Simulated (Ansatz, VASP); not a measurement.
## Two plane-wave programs on Mg

POSCAR

```
Mg
1.0
   -1.7305707424      1.7305707424      1.7305707424
    1.7305707424     -1.7305707424      1.7305707424
    1.7305707424      1.7305707424     -1.7305707424
Mg
1
Direct
    0.0000000000      0.0000000000      0.0000000000
```

INCAR.step1

```
SYSTEM = Mg
  ALGO = Normal
  EDIFF = 1E-4
  ENCUT = 520
  GGA = PE
  ISMEAR = 0
  LASPH = .TRUE.
  LCHARG = .FALSE.
  LREAL = .FALSE.
  LWAVE = .TRUE.
  NBANDS = 7
  NELM = 100
  PREC = Accurate
  SIGMA = 0.05
```

The input INCAR.step2:

```
SYSTEM = Mg
  ALGO = Normal
  EDIFF = 1E-7
  ENCUT = 520
  ISIF = 2
  ISMEAR = 0
  ISTART = 1
  LASPH = .TRUE.
  LCHARG = .FALSE.
  LMIXTAU = .TRUE.
  LREAL = .FALSE.
  LWAVE = .FALSE.
  METAGGA = R2SCAN
  NBANDS = 7
  NELM = 100
  PREC = Accurate
  SIGMA = 0.05
```

File KPOINTS:

```
k-points
0
G
  18 18 18
  0 0 0
```

Input for Ansatz:

```yaml
crystal:
  lattice:
    - [-1.7305707424, 1.7305707424, 1.7305707424]
    - [1.7305707424, -1.7305707424, 1.7305707424]
    - [1.7305707424, 1.7305707424, -1.7305707424]
  atoms:
    - { symbol: Mg, position: [0.0, 0.0, 0.0] }
basis:
  ecutwfc: 500
  ecutrho_ratio: 4
kpoints:
  mp_grid: { grid: [18, 18, 18] }
hamiltonian:
  xc: r2scan
scf:
  occupations: { method: gaussian, width: 0.05 }
output:
  forces: true
  stress: true
  eigenvalues: true
```

Alike in both runs: task single point; functional r2SCAN; k mesh 18 × 18 × 18; occupations gaussian, width 0.05 eV; no spin polarisation.

|  | VASP | Ansatz |
| --- | --- | --- |
| version | VASP 6.6.1 | Ansatz 0.2.0 |
| potentials or method | VASP PAW PBE potentials, release 64 (Mg), cutoff 520 eV | scalar-relativistic, plane waves, PAW |
| valence electrons in the cell | 2 | 10 |

```tsv
	VASP	Ansatz	Ansatz less VASP
gap on the k mesh at the Fermi level (eV)	none	none	-
pressure (GPa)	3.5	3.8	+0.30
```

VASP's potentials were made for PBE, not for r2SCAN. A gap of «none» marks a metal or a gap that the smearing closes. VASP's potentials hold 2 valence electrons a cell and Ansatz's 10, so a difference there can come from the potentials and not from the codes.
